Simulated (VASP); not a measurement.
Ni, 1 atom in the cell. It takes space group Fm-3m (No. 225, cubic). Conventional cell: a = 3.556 Å, b = 3.556 Å, c = 3.556 Å, α = 90.00°, β = 90.00°, γ = 90.00°. Within 3.3 Å of Ni (site symmetry m-3m) lie 12 Ni at 2.51 Å. 

* Program: VASP 6.6.1
* Task: single point
* Functional: LDA
* Potentials or basis: VASP PAW LDA potentials, release 64 (Ni)
* Cutoff: 520 eV
* k mesh: 24 × 24 × 24
* Occupations: gaussian, width 0.15 eV
* Spin: collinear spin
* Starting moments: [0.125] μB
* Fixed moment: 0.125 μB
* Dipole correction: no
* Further INCAR settings: ALGO = Normal; EDIFF = 1e-06; NBANDS = 15

Potentials or basis: VASP PAW LDA potentials, release 64 (Ni).

Launch:

```sh
$ cat potpaw_LDA.64/Ni/POTCAR > POTCAR
$ mpirun -np 1 vasp_std > vasp.out
```

Hardware: 1 thread of Intel(R) Xeon(R) Platinum 8259CL CPU @ 2.50GHz (Skylake/Cascade Lake) (shared host).

Task: How long does it take, and how much memory?

Result: Wall time 120 s on 1 thread of Intel(R) Xeon(R) Platinum 8259CL CPU @ 2.50GHz (Skylake/Cascade Lake) (shared host), peak memory 0.21 GiB. Counts: scf iterations 12, k points 413.
